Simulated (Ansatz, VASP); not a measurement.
# One calculation of EuSn3, two programs

```
Eu Sn
1.0
     5.03466    0.00000    0.00000
     0.00000    5.03466    0.00000
     0.00000    0.00000    5.03466
Eu Sn
1 3
Direct
  0.00000 0.00000 0.00000
  0.00000 0.50000 0.50000
  0.50000 0.50000 0.00000
  0.50000 0.00000 0.50000
```

Change from the starting cell: volume scaled by 1.18, LAPW.

Alike in both runs: task single point; functional LDA; k mesh 6 × 6 × 6; occupations fermi-dirac, width 0.05 eV; collinear spin.

|  | VASP | Ansatz |
| --- | --- | --- |
| version | VASP 6.6.1 | Ansatz 0.2.0 |
| potentials or method | VASP PAW PBE potentials, release 64 (Eu, Sn_d), cutoff 520 eV | all-electron LAPW, scalar-relativistic |

VASP gave:

```
pressure (GPa)                                                : -8.6
net moment per atom (μB)                                      : 1.72
size of the moment on the site where the two differ most (μB) : 6.56
```

Problem. What did Ansatz give for the same quantities?

Solution. Pressure (GPa): -8.4; net moment per atom (μB): 1.73; size of the moment on the site where the two differ most (μB): 6.86.

VASP's potentials were made for PBE, not for LDA. LDA's correlation is that of Perdew and Zunger in VASP and of Perdew and Wang (1992) in Ansatz. Site moments also hang on the region over which each program counts them. Ansatz ran all-electron here, and VASP with PAW potentials.

Spin-orbit coupling is off throughout.
